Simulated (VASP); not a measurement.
Here is a VASP 6.6.1 calculation.

File POSCAR:

```
Mo
1.0
   -1.5764210372      1.5764210372      1.5764210372
    1.5764210372     -1.5764210372      1.5764210372
    1.5764210372      1.5764210372     -1.5764210372
Mo
1
Direct
    0.0000000000      0.0000000000      0.0000000000
```

Contents of INCAR.step1:

```
PREC = Accurate ; ENCUT = 520
ISMEAR = -1 ; SIGMA = 0.1
LREAL = F ; LASPH = T
NELM = 80 ; NBANDS = 13
GGA = PE ; ALGO = Normal
EDIFF = 1E-4 ; LWAVE = T
LCHARG = F
```

Contents of INCAR.step2:

```
PREC = Accurate ; ENCUT = 520
EDIFF = 1E-7 ; ISMEAR = -1
SIGMA = 0.1 ; LREAL = F
LASPH = T ; NELM = 80
ALGO = Normal ; ISIF = 2
LWAVE = F ; LCHARG = T
METAGGA = R2SCAN ; LMIXTAU = T
LELF = T ; LVHAR = T
NBANDS = 13 ; ISTART = 1
```

File KPOINTS:

```
regular mesh
0
Gamma
  2 2 2
```

Potentials or basis: VASP PAW PBE potentials, release 64 (Mo_sv).

The run is started by

```console
$ cat potpaw_PBE.64/Mo_sv/POTCAR > POTCAR
$ cp INCAR.step1 INCAR
$ mpirun -np 1 vasp_std > vasp.out
$ cp INCAR.step2 INCAR
$ mpirun -np 1 vasp_std > vasp.out
```

**Question.** Estimate the band gap on the k mesh.

**Answer.** Zero (band 7 reaches 16.43 eV, above the bottom of band 8 at 10.89 eV).

**Question.** What does it give for the pressure?

**Answer.** 15.5 GPa.

Caveat: the k points lie up to 1.41 Å⁻¹ apart; the PAW data sets were made with another functional, which shifts forces and pressure a little.
